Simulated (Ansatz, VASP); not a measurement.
MoS2: VASP beside Ansatz

Contents of INCAR:

```
SYSTEM = MoS2
PREC = Accurate ; ENCUT = 520
EDIFF = 1E-6 ; ISMEAR = -1
SIGMA = 0.05 ; LREAL = .FALSE.
LASPH = .TRUE. ; NELM = 150
ALGO = Normal ; ISIF = 2
LWAVE = .FALSE. ; LCHARG = .FALSE.
LNONCOLLINEAR = .TRUE. ; MAGMOM = 0 0 0 0 0 0 0 0 0
LORBIT = 11 ; LSORBIT = .TRUE.
GGA_COMPAT = .FALSE. ; LORBMOM = .TRUE.
LMAXMIX = 4 ; GGA = PS
NBANDS = 39
```

KPOINTS

```
regular mesh
0
G
  8 8 2
  0 0 0
```

POSCAR

```
MoS2
1.0
    3.1841260822      0.0000000000      0.0000000000
   -1.5920630411      2.7575340760      0.0000000000
    0.0000000000      0.0000000000     17.3345999500
Mo S
1 2
Direct
    0.0000000000      0.0000000000      0.0000000000
    0.3333333333      0.6666666667      0.9105070200
    0.3333333333      0.6666666667      0.0894929800
```

Contents of input.yaml:

```yaml
crystal:
  lattice:
    - [3.1841260822, 0.0, 0.0]
    - [-1.5920630411, 2.757534076, 0.0]
    - [0.0, 0.0, 17.33459995]
  atoms:
    - { symbol: Mo, position: [0.0, 0.0, 0.0] }
    - { symbol: S, position: [0.3333333333, 0.6666666667, 0.91050702] }
    - { symbol: S, position: [0.3333333333, 0.6666666667, 0.08949298] }
kpoints:
  mp_grid: { grid: [8, 8, 2] }
  band_path:
    path:
      - [0.0, 0.0, 0.0]
      - [0.5, 0.0, 0.0]
      - [0.3333333333, 0.3333333333, 0.0]
      - [0.0, 0.0, 0.0]
      - [0.0, 0.0, 0.5]
      - [0.5, 0.0, 0.5]
      - [0.3333333333, 0.3333333333, 0.5]
      - [0.0, 0.0, 0.5]
    npoints: 8
scf:
  occupations: { method: fermi_dirac, width: 0.05 }
hamiltonian:
  xc: pbesol
  pseudopotentials: { kind: all_electron, lapw: { basis_error: 0.002 } }
magnetization:
  noncollinear: true
  spin_orbit: true
output:
  forces: true
  stress: true
  eigenvalues: true
```

Alike in both runs: functional PBEsol; k mesh 8 × 8 × 2; occupations fermi-dirac, width 0.05 eV; non-collinear spin, spin-orbit coupling.

```csv
,VASP,Ansatz
version,VASP 6.6.1,Ansatz 0.2.0
potentials or method,"VASP PAW PBE potentials, release 64 (Mo_sv, S), cutoff 520 eV","all-electron LAPW, relativistic spinors"
task,single point,band structure
```

VASP gave:

| Quantity | Value |
| --- | --- |
| rms of the force components (eV/Å) | 0.068 |

Question: Which values does Ansatz return?

Answer: rms of the force components (eV/Å): 0.069.

VASP's potentials were made for PBE, not for PBEsol. Atom by atom the forces differ by 0.001 eV/Å (rms over components). Ansatz ran all-electron here, and VASP with PAW potentials.
